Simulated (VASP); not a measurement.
SnW4: single point with PBE

SnW4:

```
CELL_PARAMETERS angstrom
4.58776 0.00000 0.00000
0.00000 4.58776 0.00000
0.00000 0.00000 8.92211
ATOMIC_POSITIONS crystal
Sn 0.00000 0.00000 0.50000
W 0.00000 0.50000 0.50000
W 0.50000 0.00000 0.50000
W 0.50000 0.50000 0.35584
W 0.50000 0.50000 0.64416
```

The cell was built from a structure type or drawn by symmetry, and may not be a known phase.

```
Program             : VASP 6.6.1
Task                : single point
Functional          : PBE
Potentials or basis : VASP PAW PBE potentials, release 64 (Sn_d, W_sv)
Cutoff              : 520 eV
k mesh              : 4 × 4 × 2
Occupations         : gaussian, width 0.1 eV
Spin                : no spin polarisation
```

```yaml
Pressure: 20.1 GPa
Largest_force: 0.250 eV/Å
Band_gap_on_the_k_mesh: zero (bands 35 and 36 overlap by 0.27 eV)
```

Forces in eV/Å, atoms in the order of the input:
```
Sn   0.000  0.000  0.000
W    0.000  0.000  0.000
W    0.000  0.000  0.000
W    0.000  0.000 -0.250
W    0.000  0.000  0.250
```

Stress tensor (GPa, compression positive):
```
30.04  0.00  0.00
 0.00 30.04  0.00
 0.00  0.00  0.29
```

Levels at points of the mesh, in eV from the Fermi level:
```
           k point  band 33  band 34  band 35  band 36  band 37  band 38
(0.00, 0.00, 0.00)    -0.62    -0.30    -0.21    -0.21     0.13     0.13
(0.50, 0.00, 0.00)    -1.51    -1.26    -0.47    -0.03     0.06     0.19
(0.50, 0.50, 0.00)    -1.22    -0.43    -0.33     0.16     0.16     0.29
(0.00, 0.00, 0.50)    -0.30    -0.30    -0.22    -0.22     0.14     0.14
(0.50, 0.00, 0.50)    -1.51    -1.23    -0.47    -0.02     0.13     0.20
(0.50, 0.50, 0.50)    -1.21    -0.43    -0.33     0.10     0.10     0.29
```

It took 99 s on 1 thread of Intel(R) Xeon(R) Platinum 8375C CPU @ 2.90GHz (Ice Lake), with other jobs on the host, peak memory 0.32 GiB.

Caveat: the cell stands under pressure; spin-orbit coupling is left out, which moves the levels of the heavy elements.
